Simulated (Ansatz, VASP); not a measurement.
# Two plane-wave programs on BiTe

File INCAR:

```
  PREC = Accurate
  ENCUT = 520
  EDIFF = 1E-6
  ISMEAR = 0
  SIGMA = 0.15
  LREAL = F
  LASPH = T
  NELM = 60
  ALGO = Normal
  ISIF = 2
  LWAVE = F
  LCHARG = F
  GGA = PE
  NBANDS = 18
```

KPOINTS

```
Automatic mesh
0
Gamma
  14 14 14
```

The input POSCAR:

```
BiTe
1.0
    0.0000000000      3.2350000000      3.2350000000
    3.2350000000      0.0000000000      3.2350000000
    3.2350000000      3.2350000000      0.0000000000
Bi Te
1 1
Direct
   -0.0115919629     -0.0115919629      0.0115919629
    0.5000000000      0.5000000000      0.5000000000
```

Input for Ansatz:

```yaml
crystal:
  lattice:
    - [0.0, 3.235, 3.235]
    - [3.235, 0.0, 3.235]
    - [3.235, 3.235, 0.0]
  atoms:
    - { symbol: Bi, position: [-0.0115919629, -0.0115919629, 0.0115919629] }
    - { symbol: Te, position: [0.5, 0.5, 0.5] }
basis:
  ecutwfc: 420
kpoints:
  mp_grid: { grid: [14, 14, 14] }
hamiltonian:
  xc: pbe
scf:
  occupations: { method: gaussian, width: 0.15 }
output:
  forces: true
  stress: true
  eigenvalues: true
```

Change from the starting cell: all Bi atoms moved +0.075 Å, as atom 1 towards its neighbour atom 2 (Te) at 3.235 Å.

Alike in both runs: task single point; functional PBE; k mesh 14 × 14 × 14; occupations gaussian, width 0.15 eV; no spin polarisation.

|  | VASP | Ansatz |
| --- | --- | --- |
| version | VASP 6.6.1 | Ansatz 0.2.0 |
| potentials or method | VASP PAW PBE potentials, release 64 (Bi_d, Te), cutoff 520 eV | scalar-relativistic, plane waves, PAW |
| valence electrons in the cell | 21 | 31 |

Ansatz gave:

```
gap on the k mesh at the Fermi level (eV)                     : none
pressure (GPa)                                                : 0.9
traceless stress, the component that is largest in VASP (GPa) : 0.09
rms of the force components (eV/Å)                            : 0.108
```

Task: What did VASP give for the same quantities?

Result: gap on the k mesh at the Fermi level (eV): none; pressure (GPa): 0.8; traceless stress, the component that is largest in VASP (GPa): 0.09; rms of the force components (eV/Å): 0.109.

Atom by atom the forces differ by 0.000 eV/Å (rms over components). A gap of «none» marks a metal or a gap that the smearing closes. VASP's potentials hold 21 valence electrons a cell and Ansatz's 31, so a difference there can come from the potentials and not from the codes.

Spin-orbit coupling is off throughout.
